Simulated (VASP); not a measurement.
## W: single point with PBE

W:

```xyz
2
Lattice="0.0000 -2.0185 -2.0185 0.0000 2.0185 -2.0185 4.0370 0.0000 0.0000" Properties=species:S:1:pos:R:3 pbc="T T T"
W     2.0185    0.0000   -2.0185
W     0.0000    0.0000    0.0000
```

This isn't the form of W at room conditions, which is bcc.

```yaml
Program: VASP 6.6.1
Task: single point
Functional: PBE
Potentials_or_basis: VASP PAW PBE potentials, release 64 (W_sv)
Cutoff: 520 eV
k_mesh: 12 × 12 × 8
Occupations: gaussian, width 0.15 eV
Spin: no spin polarisation
Dipole_correction: no
Further_INCAR_settings: ALGO = Normal; EDIFF = 1e-06; NBANDS = 21
```

* Pressure: 0.2 GPa
* Band gap on the k mesh: zero (bands 14 and 15 overlap by 3.46 eV)

Levels at points of the mesh, in eV from the Fermi level:
| k point | band 12 | band 13 | band 14 | band 15 | band 16 | band 17 |
| --- | --- | --- | --- | --- | --- | --- |
| (0.00, 0.00, 0.00) | -0.57 | -0.57 | -0.57 | 2.54 | 2.54 | 3.01 |
| (0.50, 0.00, 0.00) | -2.10 | -1.86 | -1.86 | 0.85 | 0.85 | 2.23 |
| (0.50, 0.50, 0.00) | -4.52 | 3.01 | 3.01 | 4.98 | 4.98 | 5.74 |
| (0.00, 0.00, 0.50) | -2.92 | -0.13 | -0.13 | 1.56 | 1.56 | 1.56 |
| (0.50, 0.00, 0.50) | -0.79 | -0.79 | -0.79 | 0.60 | 0.60 | 5.01 |
| (0.50, 0.50, 0.50) | -2.03 | -2.03 | -2.03 | 1.26 | 1.26 | 5.75 |

It took 87 s on 1 thread of Intel Xeon 8259CL (shared host), peak memory 0.2 GiB.

Caveat: spin-orbit coupling is left out, which moves the levels of the heavy elements.
